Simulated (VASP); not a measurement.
**BaNd: relaxation of cell and atoms with PBE**

Crystal: BaNd.

```
CELL_PARAMETERS angstrom
0.00000 4.46365 4.46365
4.46365 0.00000 4.46365
4.46365 4.46365 0.00000
ATOMIC_POSITIONS crystal
Ba 0.00000 0.00000 0.00000
Ba 0.25000 0.25000 0.25000
Nd 0.50000 0.50000 0.50000
Nd 0.75000 0.75000 0.75000
```

The cell was built from a structure type or drawn by symmetry, and may not be a known phase.

- Program: VASP 6.6.1
- Task: relaxation of cell and atoms
- Functional: PBE
- Potentials or basis: VASP PAW PBE potentials, release 64 (Ba_sv, Nd_3), 4f in core
- Cutoff: 500 eV
- k mesh: 10 × 10 × 10
- Occupations: gaussian, width 0.1 eV
- Spin: no spin polarisation
- Dipole correction: no
- Mended: yes
- Further INCAR settings: ALGO = Normal; EDIFF = 1e-07; IBRION = 2; EDIFFG = -0.01; NSW = 100; ISIF = 3

- Relaxed volume: 45.56 Å³/atom
- Relaxed cell: a = 6.364 Å, b = 6.364 Å, c = 6.364 Å, α = 60.00°, β = 60.00°, γ = 60.00°
- Space group after relaxing (to 0.1 Å): Fd-3m (No. 227)
- Energy gained by relaxing: 1.5 meV/atom
- Ionic steps: 3
- Pressure after relaxing: 0.0 GPa
- Band gap on the k mesh: zero (bands 21 and 22 overlap by 0.34 eV)

The path:
```
step  energy change (eV)  largest force (eV/Å)  pressure (GPa)  volume (Å³)
   1              0.0000                0.0000            0.45       177.87
   2             -0.0056                0.0000            0.11       181.12
   3             -0.0060                0.0000            0.00       182.24
```

Final structure:
```
CELL_PARAMETERS angstrom
0.00000 4.49988 4.49988
4.49988 0.00000 4.49988
4.49988 4.49988 0.00000
ATOMIC_POSITIONS crystal
Ba 0.00000 0.00000 0.00000
Ba 0.25000 0.25000 0.25000
Nd 0.50000 0.50000 0.50000
Nd 0.75000 0.75000 0.75000
```

Levels at points of the mesh, in eV from the Fermi level:
```tsv
k point	band 17	band 18	band 19	band 20	band 21	band 22	band 23	band 24	band 25
(0.00, 0.00, 0.00)	-3.42	-1.29	-1.29	0.16	0.16	0.16	0.29	0.29	0.29
(0.50, 0.00, 0.00)	-1.76	-1.39	-0.17	-0.13	-0.13	-0.11	-0.11	0.23	0.23
(0.50, 0.50, 0.00)	-1.64	-1.64	-1.00	-1.00	0.06	0.06	0.27	0.27	1.43
```

Run time: 6 min on 1 thread of Intel(R) Xeon(R) 6975P-C (Granite Rapids), with other jobs on the host, peak memory 0.46 GiB.

Caveat: spin-orbit coupling is left out, which moves the levels of the heavy elements; the 4f electrons are frozen in the core, so they carry no moment and show no levels. Spin polarisation is off, so any magnetic state and its effect on volume and gap are missing.
